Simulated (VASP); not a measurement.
A run of VASP 6.6.1:

The input INCAR:

```
SYSTEM = Na
ALGO = Normal
EDIFF = 1E-6
ENCUT = 520
ISIF = 2
ISMEAR = -1
LASPH = .TRUE.
LCHARG = .FALSE.
LREAL = .FALSE.
LWAVE = .FALSE.
NBANDS = 22
NELM = 100
PREC = Accurate
SIGMA = 0.05
```

KPOINTS

```
k-points
0
G
  8 8 3
  0 0 0
```

File POSCAR:

```
Na
1.0
    3.7729580783      0.0000000000      0.0000000000
   -1.8864790391      3.2674775432      0.0000000000
    0.0000000000      0.0000000000     12.7832138010
Na
4
Direct
    0.6666666667      0.3333333333      0.7500000000
    0.0000000000      0.0000000000      0.5000000000
    0.3333333333      0.6666666667      0.2500000000
    0.0000000000      0.0000000000      0.0000000000
```

Potentials or basis: VASP PAW LDA potentials, release 64 (Na_pv).

The run is started by

```sh
$ cat potpaw_LDA.64/Na_pv/POTCAR > POTCAR
$ mpirun -np 1 vasp_std > vasp.out
```

Hardware: 1 thread of Intel(R) Xeon(R) 6975P-C (Granite Rapids) (shared host).

Estimate the wall time of this run.

It took 24 s on 1 thread of Intel(R) Xeon(R) 6975P-C (Granite Rapids), on a shared host, peak memory 0.22 GiB. Counts: scf iterations 10, k points 20.
